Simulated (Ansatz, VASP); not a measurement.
## One calculation of Si2Sn, two programs

INCAR

```
SYSTEM = Si2Sn
  ALGO = Normal
  EDIFF = 1E-6
  EDIFFG = -0.01
  ENCUT = 600
  GGA = PE
  IBRION = 2
  ISIF = 3
  ISMEAR = 0
  LASPH = .TRUE.
  LCHARG = .FALSE.
  LREAL = .FALSE.
  LWAVE = .FALSE.
  NELM = 60
  NSW = 100
  PREC = Accurate
  SIGMA = 0.1
```

Contents of KPOINTS:

```
k-points
0
G
  12 12 4
  0 0 0
```

The input POSCAR:

```
Si2Sn
1.0
    3.7000966331      0.0000000000      0.0000000000
   -1.8500483165      3.2043776807      0.0000000000
    0.0000000000      0.0000000000     10.9385663167
Si Sn
4 2
Direct
    0.3333333333      0.6666666667      0.9524182904
    0.3333333333      0.6666666667      0.5475817096
    0.6666666667      0.3333333333      0.0475817096
    0.6666666667      0.3333333333      0.4524182904
    0.3333333333      0.6666666667      0.2500000000
    0.6666666667      0.3333333333      0.7500000000
```

Input for Ansatz:

```yaml
crystal:
  lattice:
    - [3.7000966331, 0.0, 0.0]
    - [-1.8500483165, 3.2043776807, 0.0]
    - [0.0, 0.0, 10.9385663167]
  atoms:
    - { symbol: Si, position: [0.3333333333, 0.6666666667, 0.9524182904] }
    - { symbol: Si, position: [0.3333333333, 0.6666666667, 0.5475817096] }
    - { symbol: Si, position: [0.6666666667, 0.3333333333, 0.0475817096] }
    - { symbol: Si, position: [0.6666666667, 0.3333333333, 0.4524182904] }
    - { symbol: Sn, position: [0.3333333333, 0.6666666667, 0.25] }
    - { symbol: Sn, position: [0.6666666667, 0.3333333333, 0.75] }
basis:
  ecutwfc: 420
kpoints:
  mp_grid: { grid: [12, 12, 4] }
hamiltonian:
  xc: pbe
scf:
  occupations: { method: gaussian, width: 0.1 }
output:
  forces: true
  stress: true
  eigenvalues: true
relax:
  adjacent_minimum: "off"
  f_tol: 0.01
  max_steps: 80
  cell: { stress_tol: 0.05 }
```

Alike in both runs: task relaxation of cell and atoms; functional PBE; k mesh 12 × 12 × 4; occupations gaussian, width 0.1 eV; no spin polarisation.

|  | VASP | Ansatz |
| --- | --- | --- |
| version | VASP 6.6.1 | Ansatz 0.2.0 |
| potentials or method | VASP PAW PBE potentials, release 64 (Si, Sn_d), cutoff 600 eV | scalar-relativistic, plane waves, PAW |
| valence electrons in the cell | 44 | 44 |

|  | VASP | Ansatz | Ansatz less VASP |
| --- | --- | --- | --- |
| gap on the k mesh at the Fermi level, each at its own relaxed structure (eV) | none | none | - |
| relaxed volume (Å³/atom) | 21.62 | 21.62 | 0.000 |
| relaxed cell length with the largest relative difference (Å) | 3.700 | 3.700 | 0.0000 |

A gap of «none» marks a metal or a gap that the smearing closes.

Noted on VASP's run: the relaxation stopped at its first step, so nothing moved.
